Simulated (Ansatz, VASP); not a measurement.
**Two plane-wave programs on Pb**

```
CELL_PARAMETERS angstrom
0.00000 2.50759 2.50759
2.50759 0.00000 2.50759
2.50759 2.50759 0.00000
ATOMIC_POSITIONS crystal
Pb 0.00000 0.00000 0.00000
```

Alike in both runs: task single point; functional B3LYP5; k mesh 5 × 5 × 5; occupations fermi-dirac, width 0.05 eV; no spin polarisation.

```csv
,VASP,Ansatz
version,VASP 6.6.1,Ansatz 0.2.0
potentials or method,"VASP PAW PBE potentials, release 64 (Pb_d)",Ansatz PAW
plane-wave cutoff (eV),520,420
valence electrons in the cell,14,14
```

```tsv
	VASP	Ansatz	Ansatz less VASP
gap on the k mesh at the Fermi level (eV)	none	none	-
pressure (GPa)	1.8	1.8	-0.02
```

VASP's potentials were made for PBE, not for B3LYP5. A gap of «none» marks a metal or a gap that the smearing closes. With one functional, cell and mesh, what is left measures potentials, basis and numerics.

The k mesh is coarse, so the values compare programs but aren't converged. Spin-orbit coupling is off throughout.
